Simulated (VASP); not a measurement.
Here is a VASP 6.6.1 calculation.

Contents of INCAR:

```
SYSTEM = BaS
PREC = Accurate
ENCUT = 500
EDIFF = 1E-7
ISMEAR = 0
SIGMA = 0.01
LREAL = .FALSE.
LASPH = .TRUE.
NELM = 120
ALGO = Normal
ISIF = 3
LWAVE = .FALSE.
LCHARG = .FALSE.
GGA = PE
IBRION = 2
NSW = 80
EDIFFG = -0.02
PSTRESS = -20.0
GGA_COMPAT = .FALSE.
NELMIN = 4
```

The input KPOINTS:

```
Automatic mesh
0
G
  4 4 4
  0 0 0
```

The input POSCAR:

```
BaS
1.0
    0.0000000000      3.1937500000      3.1937500000
    3.1937500000      0.0000000000      3.1937500000
    3.1937500000      3.1937500000      0.0000000000
Ba S
1 1
Direct
    0.0000000000      0.0000000000      0.0000000000
    0.5000000000      0.5000000000      0.5000000000
```

Potentials or basis: VASP PAW PBE potentials, release 64 (Ba_sv, S).

Run with:

```console
$ cat potpaw_PBE.64/Ba_sv/POTCAR potpaw_PBE.64/S/POTCAR > POTCAR
$ mpirun -np 1 vasp_std > vasp.out
```

Q: Predict the relaxed volume.

A: 35.54 Å³/atom.

Q: What does it give for the relaxed cell?

A: a = 4.650 Å, b = 4.650 Å, c = 4.650 Å, α = 60.00°, β = 60.00°, γ = 60.00°.

Q: Predict the space group after relaxing (to 0.05 Å).

A: Fm-3m (No. 225).

Q: Estimate the band gap on the k mesh.

A: 2.23 eV, indirect (least direct gap 2.40 eV).

The path:
```tsv
step	energy change (eV)	largest force (eV/Å)	pressure (GPa)	volume (Å³)
1	0.0000	0.0000	1.46	65.15
2	0.0278	0.0000	-2.40	72.02
3	0.0149	0.0000	-1.99	71.08
```

Caveat: the k points lie up to 0.41 Å⁻¹ apart in the final cell; the cell is relaxed towards a set pressure, so the enthalpy falls and the energy may rise; spin-orbit coupling is left out, which moves the levels of the heavy elements. Zero-point motion and thermal expansion aren't in these numbers.
